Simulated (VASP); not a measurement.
# GaP (F-43m) in VASP: notebook

Runs on GaP. Level: r2SCAN. Tasks: phonons.

Everything below comes from runs of VASP 6.6.1. Logs are shortened: lines on timing, memory, paths and dates and some standing lists are left out, and cuts for length are marked.

**1. The cell of the first run**

It takes space group F-43m (No. 216, cubic). The conventional cell has a = 5.328 Å, b = 5.328 Å, c = 5.328 Å, α = 90.00°, β = 90.00°, γ = 90.00°. Ga (site symmetry -43m) has 4 P at 2.31 Å within 3.0 Å. Within 3.0 Å of P (site symmetry -43m) lie 4 Ga at 2.31 Å.

**2. Phonons, r2SCAN**

The input, INCAR:

```
SYSTEM = GaP
PREC = Accurate
ENCUT = 520
EDIFF = 1E-8
ISMEAR = 0
SIGMA = 0.01
LREAL = .False.
LASPH = .True.
NELM = 60
ALGO = Normal
ISIF = 2
LWAVE = .False.
LCHARG = .True.
METAGGA = R2SCAN
LMIXTAU = .True.
IBRION = 6
NFREE = 2
POTIM = 0.015
NSW = 1
```

The input, KPOINTS:

```
Automatic mesh
0
Gamma
  8 8 8
  0 0 0
```

The input, POSCAR:

```
GaP
1.0
    2.6641572022      2.6641572022      0.0000000000
   -2.6641572022      2.6641572022      0.0000000000
    0.0000000000      2.6641572022      2.6641572022
Ga P
1 1
Direct
    0.0000000000      0.0000000000      0.0000000000
    0.7500000000      0.2500000000      0.5000000000
```

Potentials or basis: VASP PAW PBE potentials, release 64 (Ga_d, P).

Command:

```
> cat potpaw_PBE.64/Ga_d/POTCAR potpaw_PBE.64/P/POTCAR > POTCAR
> mpirun -np 1 vasp_std > vasp.out
```

OUTCAR:

```text
SYSTEM = GaP
   PREC = Accurate
   ENCUT = 520
   EDIFF = 1E-8
   ISMEAR = 0
   LREAL = .False.
   LASPH = .True.
   NELM = 60
   ISIF = 2
   METAGGA = R2SCAN
   IBRION = 6
   NFREE = 2
   POTIM = 0.015
   NSW = 1

 ion  position               nearest neighbor table
   1  0.000  0.000  0.000-   2 2.31   2 2.31   2 2.31   2 2.31
   2  0.750  0.250  0.500-   1 2.31   1 2.31   1 2.31   1 2.31

  LATTYP: Found a face centered cubic cell.
 ALAT       =     5.3283144044

  Lattice vectors:

 A1 = (   0.0000000000,   2.6641572022,   2.6641572022)
 A2 = (   2.6641572022,   0.0000000000,   2.6641572022)
 A3 = (   2.6641572022,   2.6641572022,   0.0000000000)

Analysis of symmetry for initial positions (statically):
=====================================================================
 Subroutine PRICEL returns:
 Original cell was already a primitive cell.

 Routine SETGRP: Setting up the symmetry group for a
 face centered cubic supercell.

 Subroutine GETGRP returns: Found 24 space group operations
 (whereof 24 operations were pure point group operations)
 out of a pool of 48 trial point group operations.

The static configuration has the point symmetry T_d .

Analysis of symmetry for dynamics (positions and initial velocities):
=====================================================================
 Subroutine PRICEL returns:
 Original cell was already a primitive cell.

 Routine SETGRP: Setting up the symmetry group for a
 face centered cubic supercell.

 Subroutine GETGRP returns: Found 24 space group operations
 (whereof 24 operations were pure point group operations)
 out of a pool of 48 trial point group operations.

The dynamic configuration has the point symmetry T_d .

 Subroutine INISYM returns: Found 24 space group operations
 (whereof 24 operations are pure point group operations),
 and found     1 'primitive' translations

----------------------------------------------------------------------------------------

                                     Primitive cell

  volume of cell :      37.8190

  direct lattice vectors                    reciprocal lattice vectors
     2.664157202  2.664157202  0.000000000     0.187676613  0.187676613 -0.187676613
    -2.664157202  2.664157202  0.000000000    -0.187676613  0.187676613 -0.187676613
     0.000000000  2.664157202  2.664157202     0.000000000  0.000000000  0.375353226

  length of vectors
     3.767687248  3.767687248  3.767687248     0.325065429  0.325065429  0.375353226

  position of ions in fractional coordinates (direct lattice)
     0.000000000  0.000000000  0.000000000
     0.750000000  0.250000000  0.500000000

  ion indices of the primitive-cell ions
   primitive index   ion index
                 1           1
                 2           2

----------------------------------------------------------------------------------------

 KPOINTS: Automatic mesh

Automatic generation of k-mesh.
 Grid dimensions read from file:
 generate k-points for:    8    8    8

 Generating k-lattice:

  Cartesian coordinates                     Fractional coordinates (reciprocal lattice)
     0.023459577  0.023459577 -0.023459577     0.125000000  0.000000000  0.000000000
    -0.023459577  0.023459577 -0.023459577     0.000000000  0.125000000  0.000000000
     0.000000000  0.000000000  0.046919153     0.000000000  0.000000000  0.125000000

  Length of vectors
     0.040633179  0.040633179  0.046919153

  Shift w.r.t. Gamma in fractional coordinates (k-lattice)
[... 61 lines left out ...]
   TEBEG  =    0.0;   TEEND  =   0.0 temperature during run
   PSTRESS=    0.0 pullay stress
   NELECT =      18.0000    total number of electrons
   NUPDOWN=      -1.0000    fix difference up-down
   EMIN   =  10.00;   EMAX   =-10.00  energy-range for DOS
   EFERMI =   0.00;   METHOD = LEGACY
   ISMEAR =     0;   SIGMA  =   0.01  broadening in eV -4-tet -1-fermi 0-gaus
   EFERMI_NEDOS =   21; number of points for ismear=-14 and -15
   IALGO  =     38    algorithm
   IMIX   =      4    mixing-type and parameters
     AMIX     =   0.40;   BMIX     =  1.00
     AMIX_MAG =   1.60;   BMIX_MAG =  1.00
  volume/ion in A,a.u.               =      18.91       127.61
  Fermi-wavevector in a.u.,A,eV,Ry     =   1.278191  2.415431 22.228827  1.633773
  Thomas-Fermi vector in A             =   2.410748
   LORBIT       =      0    0 simple, 1 ext, 2 COOP (PROOUT), +10 PAW based schemes
   METAGGA = R2SCAN    functional components
   LHFCALC =     F    Hartree Fock is set to
   AEXX    =    0.0000 exact exchange contribution
   IVDW    =     0    specifies the selected vdW correction
   LEPSILON=     F    determine dielectric tensor
   LRPA    =     F    only Hartree local field effects (RPA)
 finite differences with symmetry
 non-spin polarized calculation
 Gauss-broadening in eV      SIGMA  =   0.01
  energy-cutoff  :      520.00
  volume of cell :       37.82
 maximum number of plane-waves:      1036
   NGX = 13   NGY = 13   NGZ = 13

--------------------------------------- Ionic step        1  -------------------------------------------

 number of electron      17.9999984 magnetization

 Free energy of the ion-electron system (eV)
  ---------------------------------------------------
  ext. energy  EPLUGINS =         0.00000000
  ---------------------------------------------------
  free energy    TOTEN  =       -21.40858684 eV

  energy without entropy =      -21.40858684  energy(sigma->0) =      -21.40858684

------------------------ aborting loop because EDIFF is reached ----------------------------------------

  FORCE on cell =-STRESS in cart. coord.  units (eV):
  Direction    XX          YY          ZZ          XY          YZ          ZX
  --------------------------------------------------------------------------------------
  -------------------------------------------------------------------------------------
  Total        1.6393827      1.6393827      1.6393827     -0.0000000     -0.0000000     -0.0000000
  in kB       69.4514613     69.4514613     69.4514613     -0.0000000     -0.0000000     -0.0000000
  external PRESSURE =      69.4514613 kB  Pullay stress =       0.0000000 kB
[... 131 lines left out ...]
--------------------------------------- Ionic step        5  -------------------------------------------

 number of electron      17.9999984 magnetization

 Free energy of the ion-electron system (eV)
  ---------------------------------------------------
  ext. energy  EPLUGINS =         0.00000000
  ---------------------------------------------------
  free energy    TOTEN  =       -21.40722919 eV

  energy without entropy =      -21.40722919  energy(sigma->0) =      -21.40722919

 E-fermi :   5.3012     XC(G=0): -10.8857

 val. band max:        5.2378690895   @ k =   0.0000   0.0000   0.0000
 cond. band min:       6.9474585837   @ k =   0.5000   0.5000   0.0000
 fundamental gap:      1.7095894942
 Fermi energy:         5.3011761791

 k-point     1 :       0.0000    0.0000    0.0000
  band No.  band energies     occupation
      1      -9.9366      2.00000
      2      -9.9340      2.00000
      3      -9.9304      2.00000
      4      -9.7956      2.00000
      5      -9.7955      2.00000
      6      -8.3844      2.00000
      7       5.1396      2.00000
      8       5.1900      2.00000
      9       5.2379      2.00000
     10       8.1398      0.00000
     11       9.3229      0.00000
     12       9.3493      0.00000
     13       9.3782      0.00000
[... 354 lines left out ...]
  band No.  band energies     occupation
      1     -10.0631      2.00000
      2      -9.8902      2.00000
      3      -9.8743      2.00000
      4      -9.8034      2.00000
      5      -9.7861      2.00000
      6      -5.5046      2.00000
      7      -1.8234      2.00000
      8       1.6340      2.00000
      9       3.0028      2.00000
     10       9.2078      0.00000
     11       9.8241      0.00000
     12      12.3013      0.00000
     13      13.8274      0.00000

 [... further k-points ...]

------------------------ aborting loop because EDIFF is reached ----------------------------------------

  FORCE on cell =-STRESS in cart. coord.  units (eV):
  Direction    XX          YY          ZZ          XY          YZ          ZX
  --------------------------------------------------------------------------------------
  -------------------------------------------------------------------------------------
  Total        1.6389999      1.6424578      1.6424578      0.0000000     -0.1560609      0.0000000
  in kB       69.4352440     69.5817375     69.5817375      0.0000000     -6.6114264      0.0000000
  external PRESSURE =      69.5329064 kB  Pullay stress =       0.0000000 kB
[... 17 lines left out ...]
  FREE ENERGIE OF THE ION-ELECTRON SYSTEM (eV)
  ---------------------------------------------------
  free  energy   TOTEN  =       -21.4072291939 eV

  energy  without entropy=      -21.4072291939  energy(sigma->0) =      -21.40722919

 INTERNAL STRAIN TENSORS FROM DISPLACED ATOMS
 ============================================

 INTERNAL STRAIN TENSOR FOR ION    1 for displacements in x,y,z  (eV/Angst):
          X           Y           Z          XY          YZ          ZX
  --------------------------------------------------------------------------------
  x     0.00000     0.00000     0.00000     0.00000   -10.21997     0.00000
  y     0.00000     0.00000     0.00000     0.00000     0.00000   -10.21997
  z     0.00000     0.00000     0.00000   -10.21997     0.00000     0.00000

 INTERNAL STRAIN TENSOR FOR ION    2 for displacements in x,y,z  (eV/Angst):
          X           Y           Z          XY          YZ          ZX
  --------------------------------------------------------------------------------
  x    -0.00000    -0.00000    -0.00000     0.00000    10.37976     0.00000
  y     0.00000     0.00000     0.00000     0.00000     0.00000    10.37976
  z     0.00000     0.00000     0.00000    10.37976     0.00000     0.00000

 Eigenvectors and eigenvalues of the dynamical matrix
 ----------------------------------------------------

   1 f  =   11.745557 THz    73.799510 2PiTHz  391.789605 cm-1    48.575698 meV
             X         Y         Z           dx          dy          dz
      0.000000  0.000000  0.000000    -0.557845    0.000000    0.000000
      1.332079  3.996236  1.332079     0.829945    0.000000    0.000000
[... 21 lines left out ...]
   6 f/i=    0.045670 THz     0.286955 2PiTHz    1.523396 cm-1     0.188877 meV
             X         Y         Z           dx          dy          dz
      0.000000  0.000000  0.000000     0.000000    0.000000    0.829945
      1.332079  3.996236  1.332079     0.000000    0.000000    0.557845

 ELASTIC MODULI CONTR FROM IONIC RELAXATION (kBar)
 Direction    XX          YY          ZZ          XY          YZ          ZX
 --------------------------------------------------------------------------------
 XX          -0.0000     -0.0000     -0.0000      0.0000      0.0000     -0.0000
 YY          -0.0000     -0.0000     -0.0000      0.0000      0.0000     -0.0000
 ZZ          -0.0000     -0.0000     -0.0000      0.0000      0.0000     -0.0000
 XY           0.0000      0.0000      0.0000   -370.0145      0.0000      0.0000
 YZ           0.0000      0.0000      0.0000      0.0000   -370.0145      0.0000
 ZX          -0.0000     -0.0000     -0.0000      0.0000      0.0000   -370.0145
 --------------------------------------------------------------------------------
```

Wall time 16 min (1 thread of Intel Xeon 8259CL, shared host); peak memory 0.23 GiB.

What came out:

- Highest phonon frequency at Γ, LO-TO splitting left out: 392 cm⁻¹

Phonon frequencies in cm⁻¹ (negative: imaginary):
| q point | frequencies |
| --- | --- |
| (0.000, 0.000, 0.000) | -2 -2 -2 392 392 392 |

Caveat: the cell stands under pressure or tension, which shifts response properties; the PAW data sets were made with another functional, which shifts forces and pressure a little.

**3. Phonons, r2SCAN**

This run uses another cell than the first one, of 19.43 Å³/atom.

The input, INCAR:

```
SYSTEM = GaP
ALGO = Normal
EDIFF = 1E-8
ENCUT = 520
IBRION = 6
ISIF = 2
ISMEAR = 0
LASPH = .True.
LCHARG = .False.
LMIXTAU = .True.
LREAL = .False.
LWAVE = .False.
METAGGA = R2SCAN
NELM = 100
NFREE = 2
NSW = 1
POTIM = 0.015
PREC = Accurate
SIGMA = 0.01
```

The input, KPOINTS:

```
k-points
0
Gamma
  8 8 8
  0 0 0
```

The input, POSCAR:

```
GaP
1.0
    2.6882430579      2.6882430579      0.0000000000
   -2.6882430579      2.6882430579      0.0000000000
    0.0000000000      2.6882430579      2.6882430579
Ga P
1 1
Direct
    0.0000000000      0.0000000000      0.0000000000
    0.7500000000      0.2500000000      0.5000000000
```

Potentials or basis: VASP PAW PBE potentials, release 64 (Ga_d, P).

Command:

```
> cat potpaw_PBE.64/Ga_d/POTCAR potpaw_PBE.64/P/POTCAR > POTCAR
> mpirun -np 1 vasp_std > vasp.out
```

OUTCAR:

```text
SYSTEM = GaP
   EDIFF = 1E-8
   ENCUT = 520
   IBRION = 6
   ISIF = 2
   ISMEAR = 0
   LASPH = .True.
   LREAL = .False.
   METAGGA = R2SCAN
   NELM = 100
   NFREE = 2
   NSW = 1
   POTIM = 0.015
   PREC = Accurate

 ion  position               nearest neighbor table
   1  0.000  0.000  0.000-   2 2.33   2 2.33   2 2.33   2 2.33
   2  0.750  0.250  0.500-   1 2.33   1 2.33   1 2.33   1 2.33

  LATTYP: Found a face centered cubic cell.
 ALAT       =     5.3764861158

  Lattice vectors:

 A1 = (   0.0000000000,   2.6882430579,   2.6882430579)
 A2 = (   2.6882430579,   0.0000000000,   2.6882430579)
 A3 = (   2.6882430579,   2.6882430579,   0.0000000000)

Analysis of symmetry for initial positions (statically):
=====================================================================
 Subroutine PRICEL returns:
 Original cell was already a primitive cell.

 Routine SETGRP: Setting up the symmetry group for a
 face centered cubic supercell.

 Subroutine GETGRP returns: Found 24 space group operations
 (whereof 24 operations were pure point group operations)
 out of a pool of 48 trial point group operations.

The static configuration has the point symmetry T_d .

Analysis of symmetry for dynamics (positions and initial velocities):
=====================================================================
 Subroutine PRICEL returns:
 Original cell was already a primitive cell.

 Routine SETGRP: Setting up the symmetry group for a
 face centered cubic supercell.

 Subroutine GETGRP returns: Found 24 space group operations
[... 315 lines left out ...]
      1     -10.1738      2.00000
      2     -10.1715      2.00000
      3     -10.1684      2.00000
      4     -10.0430      2.00000
      5     -10.0429      2.00000
      6      -8.4549      2.00000
      7       4.8448      2.00000
      8       4.8945      2.00000
      9       4.9418      2.00000
     10       7.6021      0.00000
     11       9.0422      0.00000
     12       9.0684      0.00000
     13       9.0970      0.00000
[... 354 lines left out ...]
  band No.  band energies     occupation
      1     -10.2886      2.00000
      2     -10.1312      2.00000
      3     -10.1168      2.00000
      4     -10.0499      2.00000
      5     -10.0343      2.00000
      6      -5.6911      2.00000
      7      -1.9686      2.00000
      8       1.4447      2.00000
      9       2.7884      2.00000
     10       8.8426      0.00000
     11       9.5462      0.00000
     12      11.9253      0.00000
     13      13.4543      0.00000

 [... further k-points ...]

------------------------ aborting loop because EDIFF is reached ----------------------------------------

  FORCE on cell =-STRESS in cart. coord.  units (eV):
  Direction    XX          YY          ZZ          XY          YZ          ZX
  --------------------------------------------------------------------------------------
  -------------------------------------------------------------------------------------
  Total        0.9575525      0.9606242      0.9606242      0.0000000     -0.1374788      0.0000000
  in kB       39.4854958     39.6121599     39.6121599      0.0000000     -5.6690565      0.0000000
  external PRESSURE =      39.5699385 kB  Pullay stress =       0.0000000 kB
[... 17 lines left out ...]
  FREE ENERGIE OF THE ION-ELECTRON SYSTEM (eV)
  ---------------------------------------------------
  free  energy   TOTEN  =       -21.4423080893 eV

  energy  without entropy=      -21.4423080893  energy(sigma->0) =      -21.44230809

 INTERNAL STRAIN TENSORS FROM DISPLACED ATOMS
 ============================================

 INTERNAL STRAIN TENSOR FOR ION    1 for displacements in x,y,z  (eV/Angst):
          X           Y           Z          XY          YZ          ZX
  --------------------------------------------------------------------------------
  x     0.00000     0.00000     0.00000     0.00000    -8.94398     0.00000
  y     0.00000    -0.00000     0.00000     0.00000     0.00000    -8.94398
  z     0.00000     0.00000     0.00000    -8.94398     0.00000     0.00000

 INTERNAL STRAIN TENSOR FOR ION    2 for displacements in x,y,z  (eV/Angst):
          X           Y           Z          XY          YZ          ZX
  --------------------------------------------------------------------------------
  x     0.00000     0.00000     0.00000     0.00000     9.14873     0.00000
  y     0.00000     0.00000     0.00000     0.00000     0.00000     9.14873
  z     0.00000     0.00000     0.00000     9.14873     0.00000     0.00000

 Eigenvectors and eigenvalues of the dynamical matrix
 ----------------------------------------------------

   1 f  =   11.371400 THz    71.448611 2PiTHz  379.309064 cm-1    47.028309 meV
             X         Y         Z           dx          dy          dz
      0.000000  0.000000  0.000000     0.044643   -0.555011    0.000000
      1.344122  4.032365  1.344122    -0.066598    0.827970    0.000000
[... 21 lines left out ...]
   6 f/i=    0.029958 THz     0.188231 2PiTHz    0.999287 cm-1     0.123896 meV
             X         Y         Z           dx          dy          dz
      0.000000  0.000000  0.000000    -0.587354    0.000000    0.587354
      1.344122  4.032365  1.344122    -0.393720    0.000000    0.393720

 ELASTIC MODULI CONTR FROM IONIC RELAXATION (kBar)
 Direction    XX          YY          ZZ          XY          YZ          ZX
 --------------------------------------------------------------------------------
 XX          -0.0000      0.0000      0.0000     -0.0000      0.0000      0.0000
 YY           0.0000     -0.0000     -0.0000      0.0000      0.0000     -0.0000
 ZZ           0.0000     -0.0000     -0.0000      0.0000     -0.0000      0.0000
 XY          -0.0000      0.0000      0.0000   -296.7251     -0.0000      0.0000
 YZ           0.0000      0.0000     -0.0000     -0.0000   -296.7251      0.0000
 ZX           0.0000     -0.0000      0.0000      0.0000      0.0000   -296.7251
 --------------------------------------------------------------------------------
```

OSZICAR:

```text
N       E                     dE             d eps       ncg     rms          rms(c)
DAV:   1     0.682788800745E+02    0.68279E+02   -0.96225E+03   791   0.210E+03
DAV:   2    -0.174001058426E+02   -0.85679E+02   -0.82435E+02   834   0.346E+02
DAV:   3    -0.236036103217E+02   -0.62035E+01   -0.61779E+01   944   0.780E+01
[... 66 lines left out ...]
DAV:   6    -0.214423052809E+02   -0.47942E-04   -0.57595E-05  2485   0.600E-02    0.352E-03
DAV:   7    -0.214423080745E+02   -0.27935E-05   -0.30090E-06  2790   0.136E-02    0.176E-03
DAV:   8    -0.214423080855E+02   -0.11059E-07   -0.37996E-07  2768   0.649E-03    0.587E-04
DAV:   9    -0.214423080862E+02   -0.70349E-09   -0.12884E-07  2638   0.384E-03    0.320E-04
DAV:  10    -0.214423080893E+02   -0.31096E-08   -0.19399E-08  2795   0.134E-03
   5 F= -.21442308E+02 E0= -.21442308E+02  d E =-.561857E-30
```

It took 18 min on 1 thread of Intel Xeon 8259CL, shared host; peak memory 0.23 GiB.

Results:

```
Highest phonon frequency at Γ, LO-TO splitting left out : 379 cm⁻¹
```

Phonon frequencies in cm⁻¹ (negative: imaginary):
| q point | frequencies |
| --- | --- |
| (0.000, 0.000, 0.000) | -1 -1 -1 379 379 379 |

Caveat: the cell stands under pressure or tension, which shifts response properties; the PAW data sets were made with another functional, which shifts forces and pressure a little.
